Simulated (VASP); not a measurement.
Set up this calculation in VASP 6.6.1, as the native input.

- Task: single point
- Functional: PBE
- Potentials or basis: VASP PAW PBE potentials, release 64 (Ba_sv, Te)
- Cutoff: 520 eV
- k mesh: 6 × 6 × 6
- Occupations: gaussian, width 0.01 eV
- Spin: no spin polarisation
- Dipole correction: no
- Further INCAR settings: ALGO = Normal; EDIFF = 1e-06; NBANDS = 15

The structure of BaTe lies in POSCAR:

```
BaTe
1.0
    4.2448181598      0.0000000000      0.0000000000
    0.0000000000      4.2448181598      0.0000000000
    0.0000000000      0.0000000000      4.2448181598
Ba Te
1 1
Direct
    0.0000000000      0.0000000000      0.0000000000
    0.5000000000      0.5000000000      0.5000000000
```

One way to write it, as run:

INCAR

```
SYSTEM = BaTe
ALGO = Normal
EDIFF = 1E-6
ENCUT = 520
GGA = PE
ISIF = 2
ISMEAR = 0
LASPH = .True.
LCHARG = .False.
LREAL = .False.
LWAVE = .False.
NBANDS = 15
NELM = 60
PREC = Accurate
SIGMA = 0.01
```

KPOINTS

```
k-points
0
Gamma
  6 6 6
  0 0 0
```

Potentials or basis: VASP PAW PBE potentials, release 64 (Ba_sv, Te).

Launch:

```sh
$ cat potpaw_PBE.64/Ba_sv/POTCAR potpaw_PBE.64/Te/POTCAR > POTCAR
$ mpirun -np 1 vasp_std > vasp.out
```

It gave:

- Pressure: 0.5 GPa
- Band gap on the k mesh: 0.75 eV, indirect (least direct gap 0.97 eV)

Caveat: spin-orbit coupling is left out, which moves the levels of the heavy elements.

It took 20 s on 1 thread of AMD EPYC 7R13 Processor (Zen 3) (shared host), peak memory 0.15 GiB.
